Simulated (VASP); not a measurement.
Here is a VASP 6.6.1 calculation.

The input POSCAR:

```
SnO
1.0
    0.0000000000      2.5928508873      2.5928508873
    2.5928508873      0.0000000000      2.5928508873
    2.5928508873      2.5928508873      0.0000000000
Sn O
1 1
Direct
    0.0000000000      0.0000000000      0.0000000000
    0.5000000000      0.5000000000      0.5000000000
```

File INCAR.step1:

```
SYSTEM = SnO
  ALGO = Normal
  EDIFF = 1E-4
  ENCUT = 520
  GGA = PE
  ISMEAR = -1
  LASPH = .True.
  LCHARG = .False.
  LREAL = .False.
  LWAVE = .True.
  NBANDS = 17
  NELM = 100
  PREC = Accurate
  SIGMA = 0.1
```

INCAR.step2

```
SYSTEM = SnO
  ALGO = Normal
  EDIFF = 1E-7
  ENCUT = 520
  ISIF = 2
  ISMEAR = -1
  ISTART = 1
  LASPH = .True.
  LCHARG = .True.
  LELF = .True.
  LMIXTAU = .True.
  LREAL = .False.
  LVHAR = .True.
  LWAVE = .False.
  METAGGA = R2SCAN
  NBANDS = 17
  NELM = 100
  PREC = Accurate
  SIGMA = 0.1
```

File KPOINTS:

```
k-points
0
Gamma
  12 12 12
  0 0 0
```

Potentials or basis: VASP PAW PBE potentials, release 64 (Sn_d, O).

The run is started by

```bash
$ cat potpaw_PBE.64/Sn_d/POTCAR potpaw_PBE.64/O/POTCAR > POTCAR
$ cp INCAR.step1 INCAR
$ mpirun -np 1 vasp_std > vasp.out
$ cp INCAR.step2 INCAR
$ mpirun -np 1 vasp_std > vasp.out
```

Problem. Predict the band gap on the k mesh.

Solution. 0.49 eV.

Problem. Estimate the pressure.

Solution. -5.6 GPa.

Caveat: the cell stands under tension; the PAW data sets were made with another functional, which shifts forces and pressure a little; spin-orbit coupling is left out, which moves the levels of the heavy elements. A k mesh can miss the band edges.
